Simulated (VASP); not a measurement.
CuI, 4 atoms in the cell. Symmetry: P4/nmm, No. 129, tetragonal system. The conventional cell has a = 3.912 Å, b = 3.912 Å, c = 5.845 Å, α = 90.00°, β = 90.00°, γ = 90.00°. Within 3.4 Å of Cu (site symmetry -4m2) lie 4 I at 2.61 Å and 4 Cu at 2.77 Å. Within 3.4 Å of I (site symmetry 4mm) lie 4 Cu at 2.61 Å. 

| Item | Value |
| --- | --- |
| Program | VASP 6.6.1 |
| Task | single point |
| Functional | PBE |
| Dispersion | D3(BJ) |
| Potentials or basis | VASP PAW PBE potentials, release 64 (Cu, I) |
| Cutoff | 520 eV |
| k mesh | 8 × 8 × 6 |
| Occupations | gaussian, width 0.02 eV |
| Spin | no spin polarisation |
| Dipole correction | no |
| Further INCAR settings | ALGO = Normal; EDIFF = 1e-06; NBANDS = 26 |

Potentials or basis: VASP PAW PBE potentials, release 64 (Cu, I).

Command:

```bash
$ cat potpaw_PBE.64/Cu/POTCAR potpaw_PBE.64/I/POTCAR > POTCAR
$ mpirun -np 1 vasp_std > vasp.out
```

Hardware: 1 thread of Intel(R) Xeon(R) Platinum 8124M CPU @ 3.00GHz (Skylake/Cascade Lake) (shared host).

Estimate the wall time of this run.

Wall time 100 s on 1 thread of Intel(R) Xeon(R) Platinum 8124M CPU @ 3.00GHz (Skylake/Cascade Lake), with other jobs on the host, peak memory 0.28 GiB. Counts: scf iterations 15, k points 60.
